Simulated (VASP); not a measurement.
# BiPt (P6_3/mmc) in VASP: further runs, part 2 of 3

VASP 6.6.1.

## Step 3: Electric field gradients, LDA (22.35 Å³/atom)

This run uses another cell than the first one, of 22.35 Å³/atom.

INCAR

```
ALGO = Normal
EDIFF = 1E-8
ENCUT = 520
GGA = CA
ISIF = 2
ISMEAR = -1
LASPH = T
LCHARG = F
LEFG = T
LREAL = F
LWAVE = F
NBANDS = 33
NELM = 100
PREC = Accurate
SIGMA = 0.05
```

KPOINTS

```
k-points
0
Gamma
  9 9 6
```

POSCAR

```
BiPt
1.0
    4.3293358197      0.0000000000      0.0000000000
   -2.1646679099      3.7493148014      0.0000000000
    0.0000000000      0.0000000000      5.5082393366
Bi Pt
2 2
Direct
    0.3333333333      0.6666666667      0.2500000000
    0.6666666667      0.3333333333      0.7500000000
    0.0000000000      0.0000000000      0.0000000000
    0.0000000000      0.0000000000      0.5000000000
```

Potentials or basis: VASP PAW LDA potentials, release 64 (Bi_d, Pt).

On the command line:

```bash
> cat potpaw_LDA.64/Bi_d/POTCAR potpaw_LDA.64/Pt/POTCAR > POTCAR
> mpirun -np 1 vasp_std > vasp.out
```

OUTCAR:

```text
EDIFF = 1E-8
   ENCUT = 520
   GGA = CA
   ISIF = 2
   ISMEAR = -1
   LASPH = T
   LREAL = F
   NELM = 100
   PREC = Accurate

 ion  position               nearest neighbor table
   1  0.333  0.667  0.250-   3 2.85   4 2.85   3 2.85   4 2.85   3 2.85   4 2.85   2 3.72   2 3.72
                             2 3.72   2 3.72   2 3.72   2 3.72
   2  0.667  0.333  0.750-   3 2.85   4 2.85   3 2.85   4 2.85   3 2.85   4 2.85   1 3.72   1 3.72
                             1 3.72   1 3.72   1 3.72   1 3.72
   3  0.000  0.000  0.000-   4 2.75   4 2.75   1 2.85   2 2.85   2 2.85   1 2.85   2 2.85   1 2.85

   4  0.000  0.000  0.500-   3 2.75   3 2.75   1 2.85   2 2.85   2 2.85   1 2.85   2 2.85   1 2.85

  LATTYP: Found a hexagonal cell.
 ALAT       =     4.3293358197
 C/A-ratio  =     1.2723058608

  Lattice vectors:

 A1 = (   4.3293358197,   0.0000000000,   0.0000000000)
 A2 = (  -2.1646679099,   3.7493148014,   0.0000000000)
 A3 = (   0.0000000000,   0.0000000000,   5.5082393366)

Analysis of symmetry for initial positions (statically):
=====================================================================
 Subroutine PRICEL returns:
 Original cell was already a primitive cell.

 Routine SETGRP: Setting up the symmetry group for a
 hexagonal supercell.

 Subroutine GETGRP returns: Found 24 space group operations
 (whereof 12 operations were pure point group operations)
 out of a pool of 24 trial point group operations.

The static configuration has the point symmetry D_3d.
 The point group associated with its full space group is D_6h.

Analysis of symmetry for dynamics (positions and initial velocities):
[... 1037 lines left out ...]

  FORCE on cell =-STRESS in cart. coord.  units (eV):
  Direction    XX          YY          ZZ          XY          YZ          ZX
  --------------------------------------------------------------------------------------
  -------------------------------------------------------------------------------------
  Total       -0.4250509     -0.4250509     -1.0955822      0.0000000      0.0000000     -0.0000000
  in kB       -7.6166763     -7.6166763    -19.6322261      0.0000000      0.0000000     -0.0000000
  external PRESSURE =     -11.6218596 kB  Pullay stress =       0.0000000 kB

 VOLUME and BASIS-vectors are now :
 -----------------------------------------------------------------------------
  energy-cutoff  :      520.00
  volume of cell :       89.41
      direct lattice vectors                 reciprocal lattice vectors
     4.329335820  0.000000000  0.000000000     0.230982313  0.133357700  0.000000000
    -2.164667910  3.749314801  0.000000000     0.000000000  0.266715401  0.000000000
     0.000000000  0.000000000  5.508239337     0.000000000  0.000000000  0.181546214

 POSITION                                       TOTAL-FORCE (eV/Angst)
 -----------------------------------------------------------------------------------
     -0.00000      2.49954      1.37706         0.000000     -0.000000      0.000000
      2.16467      1.24977      4.13118        -0.000000      0.000000      0.000000
      0.00000      0.00000      0.00000        -0.000000      0.000000      0.000000
      0.00000      0.00000      2.75412        -0.000000      0.000000      0.000000
 -----------------------------------------------------------------------------------
    total drift:                               -0.000000      0.000000      0.000000

  FREE ENERGIE OF THE ION-ELECTRON SYSTEM (eV)
  ---------------------------------------------------
  free  energy   TOTEN  =       -25.2095738976 eV

  energy  without entropy=      -25.1896704528  energy(sigma->0) =      -25.19962218

 Electric field gradients (V/A^2)
---------------------------------------------------------------------
 ion       V_xx      V_yy      V_zz      V_xy      V_xz      V_yz
---------------------------------------------------------------------
   1      -6.572    -6.570    13.142     0.002    -0.000     0.000
   2      -6.572    -6.570    13.142     0.002     0.000    -0.000
   3      82.552    82.552  -165.104     0.000    -0.000     0.000
   4      82.552    82.552  -165.104     0.000     0.000    -0.000
---------------------------------------------------------------------

 Electric field gradients after diagonalization (V/A^2)
 (convention: |V_zz| > |V_xx| > |V_yy|)
----------------------------------------------------------------------
 ion       V_xx      V_yy      V_zz     asymmetry (V_yy - V_xx)/ V_zz
----------------------------------------------------------------------
   1      -6.573    -6.569    13.142       0.000
   2      -6.573    -6.569    13.142       0.000
   3      82.552    82.552  -165.104       0.000
   4      82.552    82.552  -165.104       0.000
----------------------------------------------------------------------

           NMR quadrupolar parameters

 Cq : quadrupolar parameter    Cq=e*Q*V_zz/h
 eta: asymmetry parameters     (V_yy - V_xx)/ V_zz
 Q  : nuclear electric quadrupole moment in mb (millibarn)
----------------------------------------------------------------------
 ion       Cq(MHz)       eta       Q (mb)
----------------------------------------------------------------------
   1       0.032       0.000       1.000
   2       0.032       0.000       1.000
   3      -0.399       0.000       1.000
   4      -0.399       0.000       1.000
----------------------------------------------------------------------
```

stdout:

```text
POSCAR found type information on POSCAR BiPt
 POSCAR found :  2 types and       4 ions
 scaLAPACK will be used
 LDA part: xc-table for (Slater(with rela. corr.)+CA(PZ))
 , standard interpolation
 POSCAR, INCAR and KPOINTS ok, starting setup
 FFT: planning ... GRIDC
 FFT: planning ... GRID_SOFT
 FFT: planning ... GRID
 WAVECAR not read
 entering main loop
ion   1

ion   2

ion   3

ion   4
```

It took 52 s on 1 thread of Intel Xeon 6975P-C (Granite Rapids), shared host; peak memory 0.24 GiB.

Results:

- Free energy: -25.2096 eV
- Pressure: -1.2 GPa
- Band gap on the k mesh: zero (bands 25 and 26 overlap by 3.95 eV)
- Largest electric field gradient by atom: Bi +13.1; Pt -165.1 V/Å²

Levels at points of the mesh, in eV from the Fermi level:
| k point | band 22 | band 23 | band 24 | band 25 | band 26 | band 27 | band 28 | band 29 |
| --- | --- | --- | --- | --- | --- | --- | --- | --- |
| (0.00, 0.00, 0.00) | -1.68 | 0.29 | 0.29 | 1.05 | 1.89 | 2.32 | 2.85 | 3.51 |
| (0.00, 0.00, 0.50) | -3.09 | -1.66 | -1.66 | 2.46 | 2.46 | 2.46 | 2.46 | 4.82 |

Electric field gradients, principal values (V/Å²):
```tsv
atom	least	middle	greatest (by size)
1 Bi	-6.569	-6.573	13.142
2 Bi	-6.569	-6.573	13.142
3 Pt	82.552	82.552	-165.104
4 Pt	82.552	82.552	-165.104
```

Caveat: without QUAD_EFG the Cq values of the log hold for a quadrupole moment of 1 mb, not for the nuclei; spin-orbit coupling is left out, which moves the levels of the heavy elements.

## Step 4: Electric field gradients, LDA (23.02 Å³/atom)

This run uses another cell than the first one, of 23.02 Å³/atom.

INCAR

```
SYSTEM = BiPt
ALGO = Normal ; EDIFF = 1E-8
ENCUT = 520 ; ISIF = 2
ISMEAR = -1 ; LASPH = .TRUE.
LCHARG = .FALSE. ; LEFG = .TRUE.
LREAL = .FALSE. ; LWAVE = .FALSE.
NBANDS = 33 ; NELM = 60
PREC = Accurate ; SIGMA = 0.05
```

KPOINTS

```
k-points
0
G
  9 9 6
  0 0 0
```

POSCAR

```
BiPt
1.0
    4.3717829954      0.0000000000      0.0000000000
   -2.1858914977      3.7860751338      0.0000000000
    0.0000000000      0.0000000000      5.5622451270
Bi Pt
2 2
Direct
    0.3333333333      0.6666666667      0.2500000000
    0.6666666667      0.3333333333      0.7500000000
    0.0000000000      0.0000000000      0.0000000000
    0.0000000000      0.0000000000      0.5000000000
```

Potentials or basis: VASP PAW LDA potentials, release 64 (Bi_d, Pt).

On the command line:

```bash
> cat potpaw_LDA.64/Bi_d/POTCAR potpaw_LDA.64/Pt/POTCAR > POTCAR
> mpirun -np 1 vasp_std > vasp.out
```

OUTCAR:

```text
SYSTEM = BiPt
   EDIFF = 1E-8
   ENCUT = 520
   ISIF = 2
   ISMEAR = -1
   LASPH = .TRUE.
   LREAL = .FALSE.
   NELM = 60
   PREC = Accurate

 ion  position               nearest neighbor table
   1  0.333  0.667  0.250-   3 2.88   4 2.88   3 2.88   4 2.88   3 2.88   4 2.88   2 3.76   2 3.76
                             2 3.76   2 3.76   2 3.76   2 3.76
   2  0.667  0.333  0.750-   3 2.88   4 2.88   3 2.88   4 2.88   3 2.88   4 2.88   1 3.76   1 3.76
                             1 3.76   1 3.76   1 3.76   1 3.76
   3  0.000  0.000  0.000-   4 2.78   4 2.78   1 2.88   2 2.88   1 2.88   2 2.88   2 2.88   1 2.88

   4  0.000  0.000  0.500-   3 2.78   3 2.78   1 2.88   2 2.88   1 2.88   2 2.88   2 2.88   1 2.88

  LATTYP: Found a hexagonal cell.
 ALAT       =     4.3717829954
 C/A-ratio  =     1.2723058608

  Lattice vectors:

 A1 = (   4.3717829954,   0.0000000000,   0.0000000000)
 A2 = (  -2.1858914977,   3.7860751338,   0.0000000000)
 A3 = (   0.0000000000,   0.0000000000,   5.5622451270)

Analysis of symmetry for initial positions (statically):
=====================================================================
 Subroutine PRICEL returns:
 Original cell was already a primitive cell.

 Routine SETGRP: Setting up the symmetry group for a
 hexagonal supercell.

 Subroutine GETGRP returns: Found 24 space group operations
 (whereof 12 operations were pure point group operations)
 out of a pool of 24 trial point group operations.

The static configuration has the point symmetry D_3d.
 The point group associated with its full space group is D_6h.

Analysis of symmetry for dynamics (positions and initial velocities):
[... 1038 lines left out ...]

  FORCE on cell =-STRESS in cart. coord.  units (eV):
  Direction    XX          YY          ZZ          XY          YZ          ZX
  --------------------------------------------------------------------------------------
  -------------------------------------------------------------------------------------
  Total       -2.3479528     -2.3479528     -3.2177364      0.0000000      0.0000000     -0.0000000
  in kB      -40.8603412    -40.8603412    -55.9967847      0.0000000      0.0000000     -0.0000000
  external PRESSURE =     -45.9058224 kB  Pullay stress =       0.0000000 kB

 VOLUME and BASIS-vectors are now :
 -----------------------------------------------------------------------------
  energy-cutoff  :      520.00
  volume of cell :       92.07
      direct lattice vectors                 reciprocal lattice vectors
     4.371782995  0.000000000  0.000000000     0.228739624  0.132062884  0.000000000
    -2.185891498  3.786075134  0.000000000     0.000000000  0.264125767  0.000000000
     0.000000000  0.000000000  5.562245127     0.000000000  0.000000000  0.179783519

 POSITION                                       TOTAL-FORCE (eV/Angst)
 -----------------------------------------------------------------------------------
     -0.00000      2.52405      1.39056         0.000000     -0.000000      0.000000
      2.18589      1.26203      4.17168        -0.000000      0.000000      0.000000
      0.00000      0.00000      0.00000         0.000000     -0.000000      0.000000
      0.00000      0.00000      2.78112         0.000000     -0.000000      0.000000
 -----------------------------------------------------------------------------------
    total drift:                               -0.000000      0.000000      0.000000

  FREE ENERGIE OF THE ION-ELECTRON SYSTEM (eV)
  ---------------------------------------------------
  free  energy   TOTEN  =       -25.1627306116 eV

  energy  without entropy=      -25.1420238472  energy(sigma->0) =      -25.15237723

 Electric field gradients (V/A^2)
---------------------------------------------------------------------
 ion       V_xx      V_yy      V_zz      V_xy      V_xz      V_yz
---------------------------------------------------------------------
   1      -3.217    -3.216     6.433     0.001    -0.000     0.000
   2      -3.217    -3.216     6.433     0.001     0.000    -0.000
   3      78.204    78.204  -156.408     0.000    -0.000     0.000
   4      78.204    78.204  -156.408     0.000     0.000    -0.000
---------------------------------------------------------------------

 Electric field gradients after diagonalization (V/A^2)
 (convention: |V_zz| > |V_xx| > |V_yy|)
----------------------------------------------------------------------
 ion       V_xx      V_yy      V_zz     asymmetry (V_yy - V_xx)/ V_zz
----------------------------------------------------------------------
   1      -3.217    -3.216     6.433       0.000
   2      -3.217    -3.216     6.433       0.000
   3      78.204    78.204  -156.408       0.000
   4      78.204    78.204  -156.408       0.000
----------------------------------------------------------------------

           NMR quadrupolar parameters

 Cq : quadrupolar parameter    Cq=e*Q*V_zz/h
 eta: asymmetry parameters     (V_yy - V_xx)/ V_zz
 Q  : nuclear electric quadrupole moment in mb (millibarn)
----------------------------------------------------------------------
 ion       Cq(MHz)       eta       Q (mb)
----------------------------------------------------------------------
   1       0.016       0.000       1.000
   2       0.016       0.000       1.000
   3      -0.378       0.000       1.000
   4      -0.378       0.000       1.000
----------------------------------------------------------------------
```

Run time: 69 s. Hardware: 1 thread of Intel Xeon 6975P-C (Granite Rapids), shared host; peak memory 0.26 GiB.

Results:

```
Free energy                             : -25.1627 eV
Pressure                                : -4.6 GPa
Band gap on the k mesh                  : zero (bands 25 and 26 overlap by 3.81 eV)
Largest electric field gradient by atom : Bi +6.4; Pt -156.4 V/Å²
```

Stress tensor (GPa, compression positive):
```
-4.09  0.00  0.00
 0.00 -4.09  0.00
 0.00  0.00 -5.60
```

Levels at points of the mesh, in eV from the Fermi level:
```
           k point  band 22  band 23  band 24  band 25  band 26  band 27  band 28  band 29
(0.00, 0.00, 0.00)    -1.61     0.31     0.31     0.99     1.68     2.35     2.78     3.40
(0.00, 0.00, 0.50)    -2.95    -1.68    -1.68     2.39     2.39     2.39     2.39     4.65
```

Electric field gradients, principal values (V/Å²):
```
atom   least  middle  greatest (by size)
1 Bi  -3.216  -3.217               6.433
2 Bi  -3.216  -3.217               6.433
3 Pt  78.204  78.204            -156.408
4 Pt  78.204  78.204            -156.408
```

Caveat: the cell stands under tension; without QUAD_EFG the Cq values of the log hold for a quadrupole moment of 1 mb, not for the nuclei; spin-orbit coupling is left out, which moves the levels of the heavy elements.

(Continued in part 3 of 3.)
